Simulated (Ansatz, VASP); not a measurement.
## BN: VASP beside Ansatz

```
B N
1.0
     2.53600    0.00000    0.00000
    -1.26800    2.19624    0.00000
     0.00000    0.00000    4.19900
B N
2 2
Direct
  0.66667 0.33333 0.00000
  0.33333 0.66667 0.50000
  0.66667 0.33333 0.37500
  0.33333 0.66667 0.87500
```

Alike in both runs: task single point; functional PBE; k mesh 3 × 3 × 2; no spin polarisation.

|  | VASP | Ansatz |
| --- | --- | --- |
| version | VASP 6.6.1 | Ansatz 0.2.0 |
| potentials or method | VASP PAW PBE potentials, release 64 (B, N) | plane waves, PAW |
| plane-wave cutoff (eV) | 600 | 420 |
| occupations | gaussian, width 0.01 eV | fixed |
| valence electrons in the cell | 16 | 16 |

Ansatz gave:

* gap on the k mesh at the Fermi level (eV): 5.17

Problem. Estimate VASP's values.

Solution. gap on the k mesh at the Fermi level (eV): 5.15.

The k mesh is coarse, so the values compare programs but aren't converged.
